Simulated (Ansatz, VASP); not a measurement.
# One calculation of Co, two programs

```
Co
1.0
     2.41416    0.00000    0.00000
    -1.20708    2.09072    0.00000
     0.00000    0.00000    3.89968
Co
2
Direct
  0.33333 0.66667 0.25000
  0.66667 0.33333 0.75000
```

Alike in both runs: task single point; functional RPBE; k mesh 23 × 23 × 13; occupations fermi-dirac, width 0.05 eV; collinear spin.

|  | VASP | Ansatz |
| --- | --- | --- |
| version | VASP 6.6.1 | Ansatz 0.2.0 |
| potentials or method | VASP PAW PBE potentials, release 64 (Co), cutoff 520 eV | plane waves (420 eV) with PAW, scalar-relativistic |
| valence electrons in the cell | 18 | 34 |

```csv
,VASP,Ansatz,Ansatz less VASP
net moment per atom (μB),1.54,1.55,+0.005
size of the moment on the site where the two differ most (μB),1.55,1.62,+0.074
```

VASP's potentials were made for PBE, not for RPBE. Site moments also hang on the region over which each program counts them. The functional is the same, so the differences come from potentials, cutoffs and numerics. VASP's potentials hold 18 valence electrons a cell and Ansatz's 34, so a difference there can come from the potentials and not from the codes.
